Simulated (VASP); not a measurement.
Here is a VASP 6.6.1 calculation.

File INCAR:

```
SYSTEM = TiAl
  PREC = Accurate
  ENCUT = 520
  EDIFF = 1E-7
  ISMEAR = 0
  SIGMA = 0.15
  LREAL = .FALSE.
  LASPH = .TRUE.
  NELM = 100
  ALGO = Normal
  ISIF = 2
  LWAVE = .FALSE.
  LCHARG = .FALSE.
  GGA = PS
  NBANDS = 14
```

File KPOINTS:

```
regular mesh
0
G
  14 14 14
  0 0 0
```

Contents of POSCAR:

```
TiAl
1.0
    3.0405369533      0.0000000000      0.0000000000
    0.0000000000      3.1563759507      0.0000000000
    0.0000000000      0.0000000000      3.1563759507
Ti Al
1 1
Direct
    0.0000000000      0.0000000000      0.0000000000
    0.5000000000      0.5000000000      0.5000000000
```

Potentials or basis: VASP PAW PBE potentials, release 64 (Ti_sv, Al).

The run is started by

```bash
$ cat potpaw_PBE.64/Ti_sv/POTCAR potpaw_PBE.64/Al/POTCAR > POTCAR
$ mpirun -np 1 vasp_std > vasp.out
```

(1) Predict the pressure.

Answers

(1) 4.9 GPa.

Caveat: the cell differs from its parent crystal (normal strain along x -0.0367, normal strain along y +0.0000); the PAW data sets were made with another functional, which shifts forces and pressure a little.
